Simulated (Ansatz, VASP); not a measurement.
ZnCd2Se2S in VASP and in Ansatz

The input INCAR:

```
PREC = Accurate ; ENCUT = 600
EDIFF = 1E-6 ; ISMEAR = 0
SIGMA = 0.1 ; LREAL = False
LASPH = True ; NELM = 100
ALGO = Normal ; ISIF = 3
LWAVE = False ; LCHARG = False
GGA = PE ; IBRION = 2
NSW = 90 ; EDIFFG = -0.04
```

The input KPOINTS:

```
regular mesh
0
Gamma
  6 6 2
```

The input POSCAR:

```
ZnCd2Se2S
1.0
    4.0982626200      0.0000000000      0.0000000000
   -2.0491313100      3.5491995400      0.0000000000
    0.0000000000      0.0000000000     10.0589374600
Zn Cd Se S
1 2 2 1
Direct
    0.0000000000      0.0000000000      0.5000000000
    0.0000000000      0.0000000000      0.1755545300
    0.0000000000      0.0000000000      0.8244454700
    0.3333333300      0.6666666700      0.0000000000
    0.6666666700      0.3333333300      0.0000000000
    0.0000000000      0.0000000000      0.0000000000
```

Input for Ansatz:

```yaml
crystal:
  lattice:
    - [4.09826262, 0.0, 0.0]
    - [-2.04913131, 3.54919954, 0.0]
    - [0.0, 0.0, 10.05893746]
  atoms:
    - { symbol: Zn, position: [0.0, 0.0, 0.5] }
    - { symbol: Cd, position: [0.0, 0.0, 0.17555453] }
    - { symbol: Cd, position: [0.0, 0.0, 0.82444547] }
    - { symbol: Se, position: [0.33333333, 0.66666667, 0.0] }
    - { symbol: Se, position: [0.66666667, 0.33333333, 0.0] }
    - { symbol: S, position: [0.0, 0.0, 0.0] }
basis:
  ecutwfc: 420
kpoints:
  mp_grid: { grid: [6, 6, 2] }
hamiltonian:
  xc: pbe
scf:
  occupations: { method: gaussian, width: 0.1 }
  lower_state_search: "off"
output:
  forces: true
  stress: true
  eigenvalues: true
relax:
  adjacent_minimum: "off"
  f_tol: 0.04
  max_steps: 70
  cell: { stress_tol: 0.4 }
```

Alike in both runs: task relaxation of cell and atoms; functional PBE; k mesh 6 × 6 × 2; occupations gaussian, width 0.1 eV; no spin polarisation.

```csv
,VASP,Ansatz
version,VASP 6.6.1,Ansatz 0.2.0
potentials or method,"VASP PAW PBE potentials, release 64 (Zn, Cd, Se, S), cutoff 600 eV","scalar-relativistic, plane waves, PAW"
valence electrons in the cell,54,90
```

```tsv
	VASP	Ansatz	Ansatz less VASP
gap on the k mesh at the Fermi level, each at its own relaxed structure (eV)	none	none	-
relaxed volume (Å³/atom)	35.74	35.87	+0.125
relaxed cell length with the largest relative difference (Å)	4.878	4.893	+0.0151
```

A gap of «none» marks a metal or a gap that the smearing closes. VASP's potentials hold 54 valence electrons a cell and Ansatz's 90, so a difference there can come from the potentials and not from the codes.

Noted on VASP's run: the volume moved by over 15 % at a fixed basis, so the end points are rough.
